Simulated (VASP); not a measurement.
SiC (Moissanite 3C): single point with PBE

Crystal: SiC (Moissanite 3C).

```xyz
2
Lattice="0.0000 2.1644 2.1644 2.1644 0.0000 2.1644 2.1644 2.1644 0.0000" Properties=species:S:1:pos:R:3 pbc="T T T"
Si    0.0000    0.0000    0.0000
C     1.0822    1.0822    1.0822
```

This cell differs from its parent crystal: volume scaled by 0.98, then relaxed in part.

```json
{
  "Program": "VASP 6.6.1",
  "Task": "single point",
  "Functional": "PBE",
  "Potentials or basis": "VASP PAW PBE potentials, release 64 (Si, C)",
  "Cutoff": "520 eV",
  "k mesh": "17 × 17 × 17",
  "Occupations": "fermi-dirac, width 0.02 eV",
  "Spin": "no spin polarisation",
  "Dipole correction": "no",
  "Further INCAR settings": "ALGO = Normal; EDIFF = 1e-06; NBANDS = 11"
}
```

```json
{
 "Pressure": "7.9 GPa",
 "Band gap on the k mesh": "1.38 eV, indirect (least direct gap 4.58 eV)"
}
```

Levels at points of the mesh, in eV from the valence-band top:
```
           k point  band 1  band 2  band 3  band 4  band 5  band 6  band 7  band 8
(0.00, 0.00, 0.00)  -15.56    0.00    0.00    0.00    6.47    7.45    7.45    7.45
```

Run time: 27 s on 1 thread of Intel(R) Xeon(R) Platinum 8259CL CPU @ 2.50GHz (Skylake/Cascade Lake), on a shared host, peak memory 0.15 GiB.

 A k mesh can miss the band edges.
